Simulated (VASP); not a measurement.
Set up this calculation in VASP 6.6.1, as the native input.

```
Task                   : single point
Functional             : PBE
Potentials or basis    : VASP PAW PBE potentials, release 64 (Nb_sv, C)
Cutoff                 : 520 eV
k mesh                 : 10 × 10 × 10
Occupations            : gaussian, width 0.1 eV
Spin                   : no spin polarisation
Dipole correction      : no
Further INCAR settings : ALGO = Normal; EDIFF = 1e-07; NBANDS = 22
```

The structure of NbC4 lies in POSCAR:

```
NbC4
1.0
   -2.4652950688      2.4652950688      2.4652950688
    2.4652950688     -2.4652950688      2.4652950688
    2.4652950688      2.4652950688     -2.4652950688
Nb C
1 4
Direct
    0.0000000000      0.0000000000      0.0000000000
    0.5000000000      0.5000000000      0.5000000000
    0.0000000000      0.0000000000      0.5000000000
    0.0000000000      0.5000000000      0.0000000000
    0.5000000000      0.0000000000      0.0000000000
```

These files were run (other wordings do the same):

INCAR

```
PREC     = Accurate       # precision mode
ENCUT    = 520            # plane-wave cutoff, eV
EDIFF    = 1E-7           # SCF threshold, eV
ISMEAR   = 0              # smearing method
SIGMA    = 0.1            # smearing width, eV
LREAL    = F              # projectors in reciprocal space
LASPH    = T              # aspherical terms in the spheres
NELM     = 60             # most SCF steps
ALGO     = Normal         # electronic algorithm
ISIF     = 2              # what is computed and relaxed
LWAVE    = F              # write WAVECAR
LCHARG   = F              # write CHGCAR
GGA      = PE             # functional
NBANDS   = 22             # bands
```

KPOINTS

```
regular mesh
0
Gamma
  10 10 10
```

Potentials or basis: VASP PAW PBE potentials, release 64 (Nb_sv, C).

Launch:

```bash
$ cat potpaw_PBE.64/Nb_sv/POTCAR potpaw_PBE.64/C/POTCAR > POTCAR
$ mpirun -np 1 vasp_std > vasp.out
```

Results of the run:

```yaml
Pressure: -0.3 GPa
```

Wall time 45 s on 1 thread of Intel(R) Xeon(R) Platinum 8124M CPU @ 3.00GHz (Skylake/Cascade Lake), with other jobs on the host, peak memory 0.21 GiB.
